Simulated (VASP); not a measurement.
# WI6 (Fm-3m) in VASP: a series of runs, part 2 of 2

VASP 6.6.1. The steps go on from the part before.

### 3 Relaxation of cell and atoms, PBE

This run uses another cell than the first one, of 54.32 Å³/atom, 0.982 times its volume.

Contents of INCAR:

```
PREC = Accurate
ENCUT = 600
EDIFF = 1E-7
ISMEAR = 0
SIGMA = 0.01
LREAL = False
LASPH = True
NELM = 100
ALGO = Normal
ISIF = 3
LWAVE = False
LCHARG = False
GGA = PE
IBRION = 2
NSW = 100
EDIFFG = -0.01
```

Contents of KPOINTS:

```
Automatic mesh
0
Gamma
  6 6 6
```

Contents of POSCAR:

```
WI6
1.0
    0.0000000000      5.7502308610      5.7502308610
    5.7502308610      0.0000000000      5.7502308610
    5.7502308610      5.7502308610      0.0000000000
W I
1 6
Direct
    0.0000000000      0.0000000000      0.0000000000
    0.7642497830      0.2357502170      0.2357502170
    0.2357502170      0.7642497830      0.7642497830
    0.2357502170      0.7642497830      0.2357502170
    0.7642497830      0.2357502170      0.7642497830
    0.2357502170      0.2357502170      0.7642497830
    0.7642497830      0.7642497830      0.2357502170
```

Potentials or basis: VASP PAW PBE potentials, release 64 (W_sv, I).

Started as:

```sh
$ cat potpaw_PBE.64/W_sv/POTCAR potpaw_PBE.64/I/POTCAR > POTCAR
$ mpirun -np 1 vasp_std > vasp.out
```

OUTCAR:

```text
PREC = Accurate
   ENCUT = 600
   EDIFF = 1E-7
   ISMEAR = 0
   LREAL = False
   LASPH = True
   NELM = 100
   ISIF = 3
   GGA = PE
   IBRION = 2
   NSW = 100
   EDIFFG = -0.01

 ion  position               nearest neighbor table
   1  0.000  0.000  0.000-   2 2.71   3 2.71   4 2.71   5 2.71   6 2.71   7 2.71
   2  0.764  0.236  0.236-   1 2.71
   3  0.236  0.764  0.764-   1 2.71
   4  0.236  0.764  0.236-   1 2.71
   5  0.764  0.236  0.764-   1 2.71
   6  0.236  0.236  0.764-   1 2.71
   7  0.764  0.764  0.236-   1 2.71

  LATTYP: Found a face centered cubic cell.
 ALAT       =    11.5004617220

  Lattice vectors:

 A1 = (   0.0000000000,   5.7502308610,   5.7502308610)
 A2 = (   5.7502308610,   0.0000000000,   5.7502308610)
 A3 = (   5.7502308610,   5.7502308610,   0.0000000000)

Analysis of symmetry for initial positions (statically):
=====================================================================
 Subroutine PRICEL returns:
 Original cell was already a primitive cell.

 Routine SETGRP: Setting up the symmetry group for a
 face centered cubic supercell.

[... 154 lines left out ...]
  volume of cell :      380.26
 maximum number of plane-waves:     12716
 NGX is ok and might be reduce to    70
   NGX = 33   NGY = 33   NGZ = 33

--------------------------------------- Ionic step        1  -------------------------------------------

 number of electron      55.9999998 magnetization

 Free energy of the ion-electron system (eV)
  ---------------------------------------------------
  ext. energy  EPLUGINS =         0.00000000
  ---------------------------------------------------
  free energy    TOTEN  =       -22.16357901 eV

  energy without entropy =      -22.16357901  energy(sigma->0) =      -22.16357901

------------------------ aborting loop because EDIFF is reached ----------------------------------------

  FORCE on cell =-STRESS in cart. coord.  units (eV):
  Direction    XX          YY          ZZ          XY          YZ          ZX
  --------------------------------------------------------------------------------------
  -------------------------------------------------------------------------------------
  Total        0.0222980      0.0222980      0.0222980      0.0000000      0.0000000     -0.0000000
  in kB        0.0939485      0.0939485      0.0939485      0.0000000      0.0000000     -0.0000000
  external PRESSURE =       0.0939485 kB  Pullay stress =       0.0000000 kB
[... 315 lines left out ...]
--------------------------------------- Ionic step        9  -------------------------------------------

 number of electron      56.0000000 magnetization

 Free energy of the ion-electron system (eV)
  ---------------------------------------------------
  ext. energy  EPLUGINS =         0.00000000
  ---------------------------------------------------
  free energy    TOTEN  =       -22.16439512 eV

  energy without entropy =      -22.16439512  energy(sigma->0) =      -22.16439512

 E-fermi :   0.3867     XC(G=0):  -6.6493

 val. band max:        0.3309263678   @ k =   0.0000   0.0000   0.0000
 cond. band min:       0.5088855917   @ k =   0.5000   0.5000   0.0000
 fundamental gap:      0.1779592239
 Fermi energy:         0.3866692280

 k-point     1 :       0.0000    0.0000    0.0000
  band No.  band energies     occupation
      1     -75.2219      2.00000
      2     -39.2858      2.00000
      3     -39.2858      2.00000
      4     -39.2858      2.00000
      5     -12.1078      2.00000
      6     -11.3120      2.00000
[... 599 lines left out ...]
  FREE ENERGIE OF THE ION-ELECTRON SYSTEM (eV)
  ---------------------------------------------------
  free  energy   TOTEN  =       -22.1643951221 eV

  energy  without entropy=      -22.1643951221  energy(sigma->0) =      -22.16439512

 reached required accuracy - stopping structural energy minimisation
```

Wall time 32 min (1 thread of Intel Xeon Platinum 8488C (Sapphire Rapids), shared host); peak memory 0.88 GiB.

What came out:

```yaml
Free_energy: -22.1644 eV
Relaxed_volume: 55.04 Å³/atom
Relaxed_cell: a = 8.168 Å, b = 8.168 Å, c = 8.168 Å, α = 60.00°, β = 60.00°, γ = 60.00°
Space_group_after_relaxing_to_0.05_Å: Fm-3m (No. 225)
Energy_gained_by_relaxing: 0.1 meV/atom
Ionic_steps: 9
Pressure_after_relaxing: 0.0 GPa
Largest_force_after_relaxing: 0.008 eV/Å
Band_gap_on_the_k_mesh: 0.18 eV, indirect (least direct gap 0.19 eV)
```

Forces in eV/Å, atoms in the order of the input:
```
W    0.000  0.000  0.000
I    0.008  0.000  0.000
I   -0.008  0.000  0.000
I    0.000  0.008  0.000
I    0.000 -0.008  0.000
I    0.000  0.000  0.008
I    0.000  0.000 -0.008
```

Step by step:
| step | energy change (eV) | largest force (eV/Å) | pressure (GPa) | volume (Å³) |
| --- | --- | --- | --- | --- |
| 1 | 0.0000 | 0.0142 | 0.01 | 380.26 |
| 2 | -0.0001 | 0.0108 | 0.02 | 380.44 |
| 3 | -0.0002 | 0.0004 | 0.03 | 380.97 |
| 4 | -0.0003 | 0.0205 | 0.07 | 382.02 |
| 5 | -0.0004 | 0.0202 | 0.07 | 382.09 |
| 6 | -0.0004 | 0.0194 | 0.07 | 382.31 |
| 7 | -0.0005 | 0.0177 | 0.06 | 382.73 |
| 8 | -0.0006 | 0.0145 | 0.05 | 383.59 |
| 9 | -0.0008 | 0.0076 | 0.03 | 385.31 |

Final structure:
```yaml
crystal:
  lattice:
    - [0.00000, 5.77557, 5.77557]
    - [5.77557, 0.00000, 5.77557]
    - [5.77557, 5.77557, 0.00000]
  atoms:
    - { symbol: W, position: [0.00000, 0.00000, 0.00000] }
    - { symbol: I, position: [0.76541, 0.23459, 0.23459] }
    - { symbol: I, position: [0.23459, 0.76541, 0.76541] }
    - { symbol: I, position: [0.23459, 0.76541, 0.23459] }
    - { symbol: I, position: [0.76541, 0.23459, 0.76541] }
    - { symbol: I, position: [0.23459, 0.23459, 0.76541] }
    - { symbol: I, position: [0.76541, 0.76541, 0.23459] }
```

Levels at points of the mesh, in eV from the valence-band top:
```
           k point  band 24  band 25  band 26  band 27  band 28  band 29  band 30  band 31  band 32  band 33
(0.00, 0.00, 0.00)    -0.45    -0.45     0.00     0.00     0.00     0.19     0.19     0.19     3.38     3.38
(0.50, 0.00, 0.00)    -0.48    -0.48    -0.44    -0.44    -0.28     0.37     0.48     0.48     3.00     3.00
(0.50, 0.50, 0.00)    -0.76    -0.76    -0.60    -0.60    -0.01     0.18     0.73     0.73     2.21     3.36
```

Caveat: spin-orbit coupling is left out, which moves the levels of the heavy elements. A k mesh can miss the band edges.

### 4 Single point, PBE

Contents of INCAR:

```
SYSTEM = WI6
PREC = Accurate ; ENCUT = 520
EDIFF = 1E-6 ; ISMEAR = 0
SIGMA = 0.01 ; LREAL = .False.
LASPH = .True. ; NELM = 100
ALGO = Normal ; ISIF = 2
LWAVE = .False. ; LCHARG = .True.
GGA = PE ; LELF = .True.
LVHAR = .True. ; NBANDS = 37
```

Contents of KPOINTS:

```
Automatic mesh
0
Gamma
  6 6 6
  0 0 0
```

Contents of POSCAR:

```
WI6
1.0
    0.0000000000      5.7844428822      5.7844428822
    5.7844428822      0.0000000000      5.7844428822
    5.7844428822      5.7844428822      0.0000000000
W I
1 6
Direct
    0.0000000000      0.0000000000      0.0000000000
    0.7656459481      0.2343540519      0.2343540519
    0.2343540519      0.7656459481      0.7656459481
    0.2343540519      0.7656459481      0.2343540519
    0.7656459481      0.2343540519      0.7656459481
    0.2343540519      0.2343540519      0.7656459481
    0.7656459481      0.7656459481      0.2343540519
```

Started as:

```sh
$ cat potpaw_PBE.64/W_sv/POTCAR potpaw_PBE.64/I/POTCAR > POTCAR
$ mpirun -np 1 vasp_std > vasp.out
```

It took 5.3 min on 1 thread of Intel Xeon Platinum 8488C (Sapphire Rapids), shared host; peak memory 0.66 GiB.

The run converged. Its results:

| Property | Result |
| --- | --- |
| Free energy | -22.1647 eV |
| Pressure | 0.0 GPa |
| Largest force | 0.008 eV/Å |
| Band gap on the k mesh | 0.19 eV, indirect (least direct gap 0.19 eV) |

Forces on the atoms (eV/Å):
```
W    0.000  0.000  0.000
I   -0.008  0.000  0.000
I    0.008  0.000  0.000
I    0.000 -0.008  0.000
I    0.000  0.008  0.000
I    0.000  0.000 -0.008
I    0.000  0.000  0.008
```

Levels at points of the mesh, in eV from the valence-band top:
```csv
k point,band 25,band 26,band 27,band 28,band 29,band 30,band 31,band 32
"(0.00, 0.00, 0.00)",-0.45,0.00,0.00,0.00,0.20,0.20,0.20,3.37
"(0.50, 0.00, 0.00)",-0.48,-0.43,-0.43,-0.28,0.37,0.48,0.48,3.00
"(0.50, 0.50, 0.00)",-0.75,-0.60,-0.60,-0.01,0.19,0.73,0.73,2.21
```

Caveat: spin-orbit coupling is left out, which moves the levels of the heavy elements.
